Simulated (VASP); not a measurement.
# BN in VASP: single point with r2SCAN

Aim: the single point of BN with r2SCAN.

Program: VASP 6.6.1. These are calculated values, not measurements. Logs are shortened: lines on timing, memory, paths and dates and some standing lists are left out, and cuts for length are marked.

**1. The cell of the first run**

The cell holds a slab with vacuum, 4 atoms: a = 2.508 Å, b = 2.508 Å, c = 32.614 Å, α = 90.00°, β = 90.00°, γ = 120.00°.

**2. Single point, r2SCAN**

POSCAR

```
BN
1.0
    2.5077193448      0.0000000000      0.0000000000
   -1.2538596724      2.1717486582      0.0000000000
    0.0000000000      0.0000000000     32.6141239338
B N
2 2
Direct
    0.6666666667      0.3333333333      0.4485769560
    0.3333333333      0.6666666667      0.5514230440
    0.3333333333      0.6666666667      0.4485294681
    0.6666666667      0.3333333333      0.5514705319
```

INCAR.step1

```
PREC = Accurate
ENCUT = 520
ISMEAR = 0
SIGMA = 0.02
LREAL = F
LASPH = T
NELM = 60
LDIPOL = T
IDIPOL = 3
DIPOL = 0.5 0.5 0.500
NBANDS = 16
GGA = PE
ALGO = Normal
EDIFF = 1E-4
LWAVE = T
LCHARG = F
```

INCAR.step2

```
PREC = Accurate
ENCUT = 520
EDIFF = 1E-6
ISMEAR = 0
SIGMA = 0.02
LREAL = F
LASPH = T
NELM = 60
ALGO = Normal
ISIF = 2
LWAVE = F
LCHARG = T
LDIPOL = T
IDIPOL = 3
DIPOL = 0.5 0.5 0.500
METAGGA = R2SCAN
LMIXTAU = T
LELF = T
LVHAR = T
LVACPOTAV = T
NBANDS = 16
ISTART = 1
```

KPOINTS

```
Automatic mesh
0
Gamma
  12 12 1
```

Potentials or basis: VASP PAW PBE potentials, release 64 (B, N).

The run is started by

```console
> cat potpaw_PBE.64/B/POTCAR potpaw_PBE.64/N/POTCAR > POTCAR
> cp INCAR.step1 INCAR
> mpirun -np 1 vasp_std > vasp.out
> cp INCAR.step2 INCAR
> mpirun -np 1 vasp_std > vasp.out
```

OUTCAR:

```text
PREC = Accurate
   ENCUT = 520
   EDIFF = 1E-6
   ISMEAR = 0
   LREAL = F
   LASPH = T
   NELM = 60
   ISIF = 2
   METAGGA = R2SCAN
   ISTART = 1

 ion  position               nearest neighbor table
   1  0.667  0.333  0.449-   3 1.45   3 1.45   3 1.45
   2  0.333  0.667  0.551-   4 1.45   4 1.45   4 1.45
   3  0.333  0.667  0.449-   1 1.45   1 1.45   1 1.45
   4  0.667  0.333  0.551-   2 1.45   2 1.45   2 1.45

  LATTYP: Found a hexagonal cell.
 ALAT       =     2.5077193448
 C/A-ratio  =    13.0054920226

  Lattice vectors:

 A1 = (   2.5077193448,   0.0000000000,   0.0000000000)
 A2 = (  -1.2538596724,   2.1717486582,   0.0000000000)
 A3 = (   0.0000000000,   0.0000000000,  32.6141239338)

Analysis of symmetry for initial positions (statically):
=====================================================================
 Subroutine PRICEL returns:
 Original cell was already a primitive cell.

 Routine SETGRP: Setting up the symmetry group for a
 hexagonal supercell.

 Subroutine GETGRP returns: Found 12 space group operations
 (whereof 12 operations were pure point group operations)
 out of a pool of 24 trial point group operations.

The static configuration has the point symmetry D_3d.

Analysis of symmetry for dynamics (positions and initial velocities):
=====================================================================
 Subroutine PRICEL returns:
 Original cell was already a primitive cell.

 Routine SETGRP: Setting up the symmetry group for a
 hexagonal supercell.

 Subroutine GETGRP returns: Found 12 space group operations
 (whereof 12 operations were pure point group operations)
 out of a pool of 24 trial point group operations.

The dynamic configuration has the point symmetry D_3d.

 Subroutine INISYM returns: Found 12 space group operations
 (whereof 12 operations are pure point group operations),
 and found     1 'primitive' translations

----------------------------------------------------------------------------------------

                                     Primitive cell

  volume of cell :     177.6210

  direct lattice vectors                    reciprocal lattice vectors
     2.507719345  0.000000000  0.000000000     0.398768707  0.230229220  0.000000000
    -1.253859672  2.171748658  0.000000000     0.000000000  0.460458440  0.000000000
     0.000000000  0.000000000 32.614123934     0.000000000  0.000000000  0.030661563

  length of vectors
     2.507719345  2.507719345 32.614123934     0.460458440  0.460458440  0.030661563

  position of ions in fractional coordinates (direct lattice)
     0.666666667  0.333333333  0.448576956
     0.333333333  0.666666667  0.551423044
     0.333333333  0.666666667  0.448529468
     0.666666667  0.333333333  0.551470532

  ion indices of the primitive-cell ions
   primitive index   ion index
                 1           1
                 2           2
                 3           3
                 4           4

----------------------------------------------------------------------------------------

 KPOINTS: Automatic mesh

Automatic generation of k-mesh.
 Grid dimensions read from file:
 generate k-points for:   12   12    1

 Generating k-lattice:

  Cartesian coordinates                     Fractional coordinates (reciprocal lattice)
     0.033230726  0.019185768  0.000000000     0.083333333 -0.000000000  0.000000000
     0.000000000  0.038371537  0.000000000     0.000000000  0.083333333  0.000000000
     0.000000000  0.000000000  0.030661563     0.000000000  0.000000000  1.000000000

  Length of vectors
     0.038371537  0.038371537  0.030661563

  Shift w.r.t. Gamma in fractional coordinates (k-lattice)
     0.000000000  0.000000000  0.000000000

 Subroutine IBZKPT returns following result:
 ===========================================

 Found     19 irreducible k-points:

 Following reciprocal coordinates:
            Coordinates               Weight
  0.000000  0.000000  0.000000      1.000000
  0.083333  0.000000  0.000000      6.000000
  0.166667 -0.000000  0.000000      6.000000
  0.250000  0.000000  0.000000      6.000000
  0.333333  0.000000  0.000000      6.000000
  0.416667  0.000000  0.000000      6.000000
[... 11 lines left out ...]
  0.333333  0.250000  0.000000     12.000000
  0.333333  0.333333  0.000000      2.000000
   k-points           NKPTS =     19   k-points in BZ     NKDIM =     19   number of bands    NBANDS=     16
   number of dos      NEDOS =    301   number of ions     NIONS =      4
   total plane-waves  NPLWV = 100000
   dimension x,y,z NGX =    20 NGY =   20 NGZ =  250
   dimension x,y,z NGXF=    40 NGYF=   40 NGZF=  500
   ions per type =               2   2
   NGX,Y,Z   is equivalent  to a cutoff of  13.26, 13.26, 12.74 a.u.
   NGXF,Y,Z  is equivalent  to a cutoff of  26.52, 26.52, 25.49 a.u.
 SYSTEM =  unknown system
   PREC   = accura    normal or accurate (medium, high low for compatibility)
   ISTART =      1    job   : 0-new  1-cont  2-samecut
   ICHARG =      0    charge: 1-file 2-atom 10-const
   ISPIN  =      1    spin polarized calculation?
   LNONCOLLINEAR =      F non collinear calculations
   LSORBIT =      F    spin-orbit coupling
   LASPH  =      T    aspherical Exc in radial PAW
   ENCUT  =  520.0 eV  38.22 Ry    6.18 a.u.   4.66  4.66 60.64*2*pi/ulx,y,z
   NELM   =     60;   NELMIN=  2; NELMDL=  0     # of ELM steps
   EDIFF  = 0.1E-05   stopping-criterion for ELM
   LREAL  =      F    real-space projection
   EDIFFG = 0.1E-04   stopping-criterion for IOM
   NSW    =      0    number of steps for IOM
   IBRION =     -1    ionic relax: 0-MD 1-quasi-New 2-CG
   NFREE  =      0    steps in history (QN), initial steepest desc. (CG)
   ISIF   =      2    stress and relaxation
   ISYM   =      2    0-nonsym 1-usesym 2-fastsym
   POTIM  = 0.5000    time-step for ionic-motion
   TEBEG  =    0.0;   TEEND  =   0.0 temperature during run
   PSTRESS=    0.0 pullay stress
   NELECT =      16.0000    total number of electrons
   NUPDOWN=      -1.0000    fix difference up-down
   EMIN   =  10.00;   EMAX   =-10.00  energy-range for DOS
   EFERMI =   0.00;   METHOD = LEGACY
   ISMEAR =     0;   SIGMA  =   0.02  broadening in eV -4-tet -1-fermi 0-gaus
   EFERMI_NEDOS =   21; number of points for ismear=-14 and -15
   IALGO  =     38    algorithm
   IMIX   =      4    mixing-type and parameters
     AMIX     =   0.40;   BMIX     =  1.00
     AMIX_MAG =   1.60;   BMIX_MAG =  1.00
  volume/ion in A,a.u.               =      44.41       299.66
  Fermi-wavevector in a.u.,A,eV,Ry     =   0.733866  1.386806  7.327544  0.538559
  Thomas-Fermi vector in A             =   1.826679
   LORBIT       =      0    0 simple, 1 ext, 2 COOP (PROOUT), +10 PAW based schemes
   METAGGA = R2SCAN    functional components
   LHFCALC =     F    Hartree Fock is set to
   AEXX    =    0.0000 exact exchange contribution
   IVDW    =     0    specifies the selected vdW correction
   LEPSILON=     F    determine dielectric tensor
   LRPA    =     F    only Hartree local field effects (RPA)
 non-spin polarized calculation
 Gauss-broadening in eV      SIGMA  =   0.02
  energy-cutoff  :      520.00
  volume of cell :      177.62
 maximum number of plane-waves:      4825
 NGX is ok and might be reduce to    20
   NGX =  9   NGY =  9   NGZ =121

 dipolmoment           0.000000      0.000000      0.000000 electrons x Angstroem

 number of electron      15.9999999 magnetization

 dipolmoment           0.000000      0.000000     -0.000000 electrons x Angstroem

 Free energy of the ion-electron system (eV)
  ---------------------------------------------------
  ext. energy  EPLUGINS =         0.00000000
  ---------------------------------------------------
  free energy    TOTEN  =       -38.55619759 eV

  energy without entropy =      -38.55619759  energy(sigma->0) =      -38.55619759

 E-fermi :  -4.3039     XC(G=0):  -2.3909

 val. band max:       -4.4459186376   @ k =   0.3333   0.3333   0.0000
 cond. band min:       0.6735854427   @ k =   0.5000   0.0000   0.0000
 fundamental gap:      5.1195040803
 Fermi energy:        -4.3039095714

 k-point     1 :       0.0000    0.0000    0.0000
  band No.  band energies     occupation
      1     -23.1294      2.00000
      2     -22.9951      2.00000
      3     -10.2878      2.00000
      4      -9.2574      2.00000
      5      -5.7899      2.00000
      6      -5.7899      2.00000
[... 8 lines left out ...]
     15       3.0185      0.00000
     16       4.0229      0.00000

 k-point     2 :       0.0833    0.0000    0.0000
  band No.  band energies     occupation
      1     -22.9894      2.00000
      2     -22.8571      2.00000
      3     -10.0978      2.00000
      4      -9.0764      2.00000
      5      -6.3757      2.00000
      6      -6.3606      2.00000
[... 8 lines left out ...]
     15       3.2394      0.00000
     16       4.2238      0.00000

 k-point     3 :       0.1667   -0.0000    0.0000
  band No.  band energies     occupation
      1     -22.5775      2.00000
      2     -22.4516      2.00000
      3      -9.5371      2.00000
      4      -8.5485      2.00000
      5      -7.8511      2.00000
      6      -7.8368      2.00000
[... 8 lines left out ...]
     15       3.8689      0.00000
     16       4.7549      0.00000

 k-point     4 :       0.2500    0.0000    0.0000
  band No.  band energies     occupation
      1     -21.9232      2.00000
      2     -21.8087      2.00000
      3      -9.7373      2.00000
      4      -9.7107      2.00000
      5      -8.6228      2.00000
      6      -7.6858      2.00000
[... 8 lines left out ...]
     15       4.7358      0.00000
     16       5.2835      0.00000
[... 229 lines left out ...]
 k-point    17 :       0.2500    0.2500    0.0000
  band No.  band energies     occupation
      1     -20.0440      2.00000
      2     -19.9800      2.00000
      3     -12.3208      2.00000
      4     -12.3047      2.00000
      5     -10.5207      2.00000
      6     -10.4949      2.00000
[... 8 lines left out ...]
     15       8.0480      0.00000
     16       8.5255      0.00000

 k-point    18 :       0.3333    0.2500    0.0000
  band No.  band energies     occupation
      1     -19.5176      2.00000
      2     -19.4875      2.00000
      3     -12.8463      2.00000
      4     -12.8031      2.00000
      5     -11.1674      2.00000
      6     -11.1377      2.00000
[... 8 lines left out ...]
     15       9.9644      0.00000
     16      10.0713      0.00000

 k-point    19 :       0.3333    0.3333    0.0000
  band No.  band energies     occupation
      1     -19.3096      2.00000
      2     -19.3096      2.00000
      3     -12.5974      2.00000
      4     -12.5212      2.00000
      5     -11.8985      2.00000
      6     -11.8985      2.00000
[... 8 lines left out ...]
     15      10.7619      0.00000
     16      11.8894      0.00000

------------------------ aborting loop because EDIFF is reached ----------------------------------------

  FORCE on cell =-STRESS in cart. coord.  units (eV):
  Direction    XX          YY          ZZ          XY          YZ          ZX
  --------------------------------------------------------------------------------------
  -------------------------------------------------------------------------------------
  Total       -0.5510142     -0.5510142      0.0054845      0.0000000      0.0000000      0.0000000
  in kB       -4.9702610     -4.9702610      0.0494716      0.0000000      0.0000000      0.0000000
  external PRESSURE =      -3.2970168 kB  Pullay stress =       0.0000000 kB

 VOLUME and BASIS-vectors are now :
 -----------------------------------------------------------------------------
  energy-cutoff  :      520.00
  volume of cell :      177.62
      direct lattice vectors                 reciprocal lattice vectors
     2.507719345  0.000000000  0.000000000     0.398768707  0.230229220  0.000000000
    -1.253859672  2.171748658  0.000000000     0.000000000  0.460458440  0.000000000
     0.000000000  0.000000000 32.614123934     0.000000000  0.000000000  0.030661563

 POSITION                                       TOTAL-FORCE (eV/Angst)
 -----------------------------------------------------------------------------------
      1.25386      0.72392     14.62994         0.000000      0.000000     -0.005236
     -0.00000      1.44783     17.98418         0.000000     -0.000000      0.005236
     -0.00000      1.44783     14.62840         0.000000      0.000000     -0.015068
      1.25386      0.72392     17.98573        -0.000000     -0.000000      0.015068
 -----------------------------------------------------------------------------------
    total drift:                                0.000000      0.000000      0.000000

  FREE ENERGIE OF THE ION-ELECTRON SYSTEM (eV)
  ---------------------------------------------------
  free  energy   TOTEN  =       -38.5561975936 eV

  energy  without entropy=      -38.5561975936  energy(sigma->0) =      -38.55619759

 vacuum level on the upper side and lower side of the slab         1.647         1.647
```

It took 5.6 min on 1 thread of Intel Xeon Platinum 8259CL at 2.50GHz (Skylake/Cascade Lake), shared host; peak memory 0.34 GiB.

Results:

| Property | Result |
| --- | --- |
| Free energy | -38.5562 eV |
| Largest force | 0.015 eV/Å |
| Band gap on the k mesh | 5.12 eV (least direct gap 5.45 eV) |

Forces in eV/Å, atoms in the order of the input:
```
B    0.000  0.000 -0.005
B    0.000  0.000  0.005
N    0.000  0.000 -0.015
N    0.000  0.000  0.015
```

Caveat: the PAW data sets were made with another functional, which shifts forces and pressure a little.
